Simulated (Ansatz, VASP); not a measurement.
## One calculation of Al, two programs

File INCAR:

```
SYSTEM = Al
PREC     = Accurate       ! precision mode
ENCUT    = 520            ! plane-wave cutoff, eV
EDIFF    = 1E-6           ! SCF threshold, eV
ISMEAR   = 0              ! smearing method
SIGMA    = 0.15           ! smearing width, eV
LREAL    = .False.        ! projectors in reciprocal space
LASPH    = .True.         ! aspherical terms in the spheres
NELM     = 100            ! most SCF steps
ALGO     = Fast           ! electronic algorithm
ISIF     = 2              ! what is computed and relaxed
LWAVE    = .False.        ! write WAVECAR
LCHARG   = .True.         ! write CHGCAR
GGA      = PE             ! functional
LELF     = .True.         ! ELF
LVHAR    = .True.       
NBANDS   = 8              ! bands
```

File KPOINTS:

```
Automatic mesh
0
Gamma
  20 20 20
  0 0 0
```

File POSCAR:

```
Al
1.0
    0.0948234630      2.0239800000      2.0239800000
    2.1188034630      0.0000000000      2.1188034630
    2.0239800000      2.0239800000      0.0948234630
Al
1
Direct
    0.0000000000      0.0000000000      0.0000000000
```

Input for Ansatz:

```yaml
crystal:
  lattice:
    - [0.094823463, 2.02398, 2.02398]
    - [2.118803463, 0.0, 2.118803463]
    - [2.02398, 2.02398, 0.094823463]
  atoms:
    - { symbol: Al, position: [0.0, 0.0, 0.0] }
basis:
  ecutwfc: 420
kpoints:
  mp_grid: { grid: [20, 20, 20] }
hamiltonian:
  xc: pbe
scf:
  occupations: { method: gaussian, width: 0.15 }
output:
  forces: true
  stress: true
  eigenvalues: true
```

Change from the starting cell: strain +0.0937 x Voigt [0, 0, 0, 0, 1, 0], atoms carried along.

Alike in both runs: task single point; functional PBE; k mesh 20 × 20 × 20; occupations gaussian, width 0.15 eV; no spin polarisation.

```csv
,VASP,Ansatz
version,VASP 6.6.1,Ansatz 0.2.0
potentials or method,"VASP PAW PBE potentials, release 64 (Al), cutoff 520 eV","scalar-relativistic, plane waves, PAW"
valence electrons in the cell,3,3
```

|  | VASP | Ansatz | Ansatz less VASP |
| --- | --- | --- | --- |
| gap on the k mesh at the Fermi level (eV) | none | none | - |
| pressure (GPa) | 0.4 | 0.4 | +0.03 |
| traceless stress, the component that is largest in VASP (GPa) | -3.23 | -3.24 | -0.009 |

A gap of «none» marks a metal or a gap that the smearing closes. With one functional, cell and mesh, what is left measures potentials, basis and numerics.
